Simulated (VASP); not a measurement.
# LiNbO3 in VASP: a series of runs, part 2 of 2

VASP 6.6.1. Earlier steps stand in the parts before.

## 4. Single point, PBE, collinear spin, zero start

File INCAR:

```
  PREC = Accurate
  ENCUT = 520
  EDIFF = 1E-6
  ISMEAR = 0
  SIGMA = 0.1
  LREAL = F
  LASPH = T
  NELM = 150
  ALGO = Normal
  ISIF = 2
  LWAVE = F
  LCHARG = T
  ISPIN = 2
  MAGMOM = 0 0 0 0 0
  LORBIT = 11
  LMAXMIX = 4
  GGA = PE
  LELF = T
  LVHAR = T
  NBANDS = 29
```

File KPOINTS:

```
Automatic mesh
0
Gamma
  6 6 6
```

File POSCAR:

```
LiNbO3
1.0
    2.7968962614      1.6147888105      2.2842792317
   -2.7968962614      1.6147888105      2.2842792317
    0.0000000000     -3.2295776177      2.2842792340
Li Nb O
1 1 3
Direct
    0.0000000000      0.0000000000      0.0000000000
    0.5000000000      0.5000000000      0.5000000000
    0.5000000000      0.5000000000      0.0000000000
    0.0000000000      0.5000000000      0.5000000000
    0.5000000000      0.0000000000      0.5000000000
```

Potentials or basis: VASP PAW PBE potentials, release 64 (Li_sv, Nb_sv, O).

Started as:

```console
$ cat potpaw_PBE.64/Li_sv/POTCAR potpaw_PBE.64/Nb_sv/POTCAR potpaw_PBE.64/O/POTCAR > POTCAR
$ mpirun -np 1 vasp_std > vasp.out
```

OUTCAR:

```text
PREC = Accurate
   ENCUT = 520
   EDIFF = 1E-6
   ISMEAR = 0
   LREAL = F
   LASPH = T
   NELM = 150
   ISIF = 2
   ISPIN = 2
   LORBIT = 11
   GGA = PE

 ion  position               nearest neighbor table
   1  0.000  0.000  0.000-
   2  0.500  0.500  0.500-   3 1.98   3 1.98   5 1.98   4 1.98   5 1.98   4 1.98
   3  0.500  0.500  0.000-   2 1.98   2 1.98
   4  0.000  0.500  0.500-   2 1.98   2 1.98
   5  0.500  0.000  0.500-   2 1.98   2 1.98

  LATTYP: Found a trigonal (rhomboedric) cell.
 ALAT       =     3.9557683461
 COS(alpha) =     0.0001818632

  Lattice vectors:

 A1 = (   2.7968962614,   1.6147888105,   2.2842792317)
 A2 = (  -2.7968962614,   1.6147888105,   2.2842792317)
 A3 = (   0.0000000000,  -3.2295776177,   2.2842792340)

Analysis of symmetry for initial positions (statically):
=====================================================================
 Subroutine PRICEL returns:
 Original cell was already a primitive cell.

 Routine SETGRP: Setting up the symmetry group for a
 trigonal (rhombohedral) supercell.

 Subroutine GETGRP returns: Found 12 space group operations
 (whereof 12 operations were pure point group operations)
 out of a pool of 12 trial point group operations.

The static configuration has the point symmetry D_3d.

Analysis of symmetry for dynamics (positions and initial velocities):
=====================================================================
 Subroutine PRICEL returns:
 Original cell was already a primitive cell.

 Routine SETGRP: Setting up the symmetry group for a
 trigonal (rhombohedral) supercell.

 Subroutine GETGRP returns: Found 12 space group operations
 (whereof 12 operations were pure point group operations)
 out of a pool of 12 trial point group operations.

The dynamic configuration has the point symmetry D_3d.

Analysis of structural, dynamic, and magnetic symmetry:
=====================================================================
 Subroutine PRICEL returns:
 Original cell was already a primitive cell.

[... 162 lines left out ...]
  energy without entropy =      -39.20517999  energy(sigma->0) =      -39.20517999

 E-fermi :   3.8382     XC(G=0):  -9.9071

 val. band max:        3.2141503886   @ k =   0.5000   0.5000   0.5000
 cond. band min:       4.8921619347   @ k =   0.0000   0.0000   0.0000
 fundamental gap:      1.6780115461
 Fermi energy:         3.8382416563

 spin component 1

 k-point     1 :       0.0000    0.0000    0.0000
  band No.  band energies     occupation
      1     -51.6690      1.00000
      2     -42.3974      1.00000
      3     -27.7510      1.00000
      4     -27.7510      1.00000
      5     -27.7508      1.00000
      6     -14.1825      1.00000
[... 757 lines left out ...]
     28      18.5673      0.00000
     29      18.8346      0.00000

 [... further k-points ...]

 spin component 2

 k-point     1 :       0.0000    0.0000    0.0000
  band No.  band energies     occupation
      1     -51.6688      1.00000
      2     -42.3974      1.00000
      3     -27.7510      1.00000
      4     -27.7510      1.00000
      5     -27.7509      1.00000
      6     -14.1825      1.00000
[... 757 lines left out ...]
     28      18.5675      0.00000
     29      18.8346      0.00000

 [... further k-points ...]
[... 5 lines left out ...]
  --------------------------------------------------------------------------------------
  -------------------------------------------------------------------------------------
  Total       -0.1292259     -0.1292259     -0.1429165      0.0000000     -0.0000000      0.0000000
  in kB       -3.3447813     -3.3447813     -3.6991379      0.0000000     -0.0000000      0.0000000
  external PRESSURE =      -3.4629002 kB  Pullay stress =       0.0000000 kB

 VOLUME and BASIS-vectors are now :
 -----------------------------------------------------------------------------
  energy-cutoff  :      520.00
  volume of cell :       61.90
      direct lattice vectors                 reciprocal lattice vectors
     2.796896261  1.614788810  2.284279232     0.178769591  0.103212671  0.145924950
    -2.796896261  1.614788810  2.284279232    -0.178769591  0.103212671  0.145924950
     0.000000000 -3.229577618  2.284279234     0.000000000 -0.206425343  0.145924950

 POSITION                                       TOTAL-FORCE (eV/Angst)
 -----------------------------------------------------------------------------------
      0.00000      0.00000      0.00000        -0.000000     -0.000000     -0.000000
      0.00000      0.00000      3.42642        -0.000000     -0.000000      0.000000
      0.00000      1.61479      2.28428         0.000000      0.000000     -0.000000
     -1.39845     -0.80739      2.28428        -0.000000      0.000000     -0.000000
      1.39845     -0.80739      2.28428        -0.000000     -0.000000     -0.000000
 -----------------------------------------------------------------------------------
    total drift:                               -0.000000      0.000000      0.000000

  FREE ENERGIE OF THE ION-ELECTRON SYSTEM (eV)
  ---------------------------------------------------
  free  energy   TOTEN  =       -39.2051799896 eV

  energy  without entropy=      -39.2051799896  energy(sigma->0) =      -39.20517999

 total charge

# of ion       s       p       d       tot
------------------------------------------
    1        1.992   0.014   0.000   2.005
    2        2.213   6.158   1.998  10.369
    3        1.570   3.492   0.000   5.061
    4        1.570   3.492   0.000   5.061
    5        1.570   3.492   0.000   5.061
--------------------------------------------------
tot          8.914  16.647   1.998  27.559

 magnetization (x)

# of ion       s       p       d       tot
------------------------------------------
    1       -0.000  -0.000   0.000  -0.000
    2        0.000   0.000  -0.000   0.000
    3       -0.000  -0.000   0.000  -0.000
    4       -0.000  -0.000   0.000  -0.000
    5       -0.000  -0.000   0.000  -0.000
--------------------------------------------------
tot          0.000  -0.000  -0.000  -0.000
```

stdout:

```text
POSCAR found type information on POSCAR LiNbO
 POSCAR found :  3 types and       5 ions
 scaLAPACK will be used
 LDA part: xc-table for (Slater+PW92), standard interpolation
 POSCAR, INCAR and KPOINTS ok, starting setup
 FFT: planning ... GRIDC
 FFT: planning ... GRID_SOFT
 FFT: planning ... GRID
 WAVECAR not read
 entering main loop
```

Run time: 60 s. Hardware: 1 thread of Intel Xeon 6975P-C (Granite Rapids), shared host; peak memory 0.24 GiB.

What came out:

```
Free energy                                           : -39.2052 eV
Band gap on the k mesh                                : 1.68 eV, indirect (least direct gap 2.48 eV)
Net moment                                            : 0.00 μB per cell
Valence electrons inside the program's atomic spheres : Li 2.00; Nb 10.37; O 5.06
```

Caveat: the cutoff is under 1.25 times the usual one of these potentials, so pressure, stress and relaxed cells hold a basis-set (Pulay) error. A k mesh can miss the band edges.

## 5. Relaxation of cell and atoms, PBE

File INCAR:

```
  PREC = Accurate
  ENCUT = 600
  EDIFF = 1E-7
  ISMEAR = 0
  SIGMA = 0.02
  LREAL = False
  LASPH = True
  NELM = 100
  ALGO = Normal
  ISIF = 3
  LWAVE = False
  LCHARG = False
  GGA = PE
  IBRION = 2
  NSW = 100
  EDIFFG = -0.01
```

File KPOINTS:

```
Automatic mesh
0
Gamma
  8 8 8
```

File POSCAR:

```
LiNbO3
1.0
    3.9557683461      0.0000000000      0.0000000000
    0.0000000000      3.9557683461      0.0000000000
    0.0000000000      0.0000000000      3.9557683461
Li Nb O
1 1 3
Direct
    0.0000000000      0.0000000000      0.0000000000
    0.5000000000      0.5000000000      0.5000000000
    0.5000000000      0.0000000000      0.5000000000
    0.5000000000      0.5000000000      0.0000000000
    0.0000000000      0.5000000000      0.5000000000
```

Started as:

```console
$ cat potpaw_PBE.64/Li_sv/POTCAR potpaw_PBE.64/Nb_sv/POTCAR potpaw_PBE.64/O/POTCAR > POTCAR
$ mpirun -np 1 vasp_std > vasp.out
```

It took 46 s on 1 thread of Intel Xeon 6975P-C (Granite Rapids), shared host; peak memory 0.22 GiB.

Results (log left out):

```yaml
Free_energy: -39.2137 eV
Relaxed_volume: 12.34 Å³/atom
Relaxed_cell: a = 3.952 Å, b = 3.952 Å, c = 3.952 Å, α = 90.00°, β = 90.00°, γ = 90.00°
Space_group_after_relaxing_to_0.05_Å: Pm-3m (No. 221)
Energy_gained_by_relaxing: 0.1 meV/atom
Ionic_steps: 3
Pressure_after_relaxing: 0.0 GPa
Band_gap_on_the_k_mesh: 1.69 eV, indirect (least direct gap 2.49 eV)
```

The path:
| step | energy change (eV) | largest force (eV/Å) | pressure (GPa) | volume (Å³) |
| --- | --- | --- | --- | --- |
| 1 | 0.0000 | 0.0000 | -0.54 | 61.90 |
| 2 | 0.0000 | 0.0000 | 0.58 | 61.52 |
| 3 | -0.0003 | 0.0000 | 0.00 | 61.72 |

Final structure:
```cif
data_structure
_symmetry_space_group_name_H-M 'P 1'
_symmetry_Int_Tables_number 1
_cell_length_a 3.9518
_cell_length_b 3.9518
_cell_length_c 3.9518
_cell_angle_alpha 90.000
_cell_angle_beta 90.000
_cell_angle_gamma 90.000
_cell_volume 61.72
loop_
_atom_site_label
_atom_site_type_symbol
_atom_site_fract_x
_atom_site_fract_y
_atom_site_fract_z
_atom_site_occupancy
Li1 Li 0.00000 0.00000 0.00000 1
Nb1 Nb 0.50000 0.50000 0.50000 1
O1 O 0.50000 0.00000 0.50000 1
O2 O 0.50000 0.50000 0.00000 1
O3 O 0.00000 0.50000 0.50000 1
```

Levels at points of the mesh, in eV from the valence-band top:
```
           k point  band 13  band 14  band 15  band 16  band 17  band 18  band 19  band 20  band 21
(0.00, 0.00, 0.00)    -1.10    -1.10    -0.80    -0.80    -0.80     1.69     1.69     1.69     4.57
(0.50, 0.00, 0.00)    -2.06    -2.06    -1.43    -0.85    -0.85     1.76     4.36     4.36     5.70
(0.50, 0.50, 0.00)    -2.82    -1.98    -1.98    -1.47    -0.02     4.39     4.39     5.54     7.13
(0.50, 0.50, 0.50)    -4.76    -4.54     0.00     0.00     0.00     5.53     5.53     5.53     6.88
```

Caveat: the cutoff is under 1.25 times the usual one of these potentials, so pressure, stress and relaxed cells hold a basis-set (Pulay) error. A k mesh can miss the band edges.

## 6. Summary

| task | spin | cell | k mesh | cutoff (eV) | smearing | gap on the mesh (eV) |
| --- | --- | --- | --- | --- | --- | --- |
| single point | off | a = 3.956 Å, 5 atoms | 8 × 8 × 8 | 520 | gaussian 0.02 eV | 1.68 |
| single point | collinear, zero start | a = 3.956 Å, 5 atoms | 6 × 6 × 6 | 520 | gaussian 0.1 eV | 1.68 |
| relaxation of cell and atoms | off | relaxed from a = 3.956 Å, 5 atoms | 8 × 8 × 8 | 600 | gaussian 0.02 eV | 1.69 |

Alike in all rows: level PBE; potentials or basis VASP PAW PBE potentials, release 64 (Li_sv, Nb_sv, O).

Caveats: the cutoff is under 1.25 times the usual one of these potentials, so pressure, stress and relaxed cells hold a basis-set (Pulay) error.

Total energies depend on the potentials used, so only differences within one code and one set of settings carry meaning.
